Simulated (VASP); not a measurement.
Runs of VASP 6.6.1 on SrB3. The structure is that of space group Pm-3m (No. 221), or close to it. The cells are those of the table. The cell was built from a structure type or drawn by symmetry, and may not be a known phase.

```tsv
task	cell	k mesh	cutoff (eV)	gap on the mesh (eV)	pressure (GPa)	relaxed volume (Å³/atom)
relaxation of cell and atoms	relaxed from a = 3.747 Å, 4 atoms	4 × 4 × 4	600	none	0.1	(a)
single point	a = 3.832 Å, 4 atoms	4 × 4 × 4	520	none	0.3	-
single point	a = 3.846 Å, 4 atoms	12 × 12 × 12	520	none	0.2	-
relaxation of cell and atoms	relaxed from a = 3.832 Å, 4 atoms	12 × 12 × 12	600	none	0.0	14.26
```

Alike in all rows: level PBE; potentials or basis VASP PAW PBE potentials, release 64 (Sr_sv, B); no spin polarisation; smearing gaussian 0.1 eV.

Estimate the missing entries.

(a) 14.10.

Caveats: some runs use coarse meshes.

A k mesh can miss the band edges, and the runs leave out spin-orbit coupling on Sr.

A gap of «none» marks levels without a gap at the run's occupations.
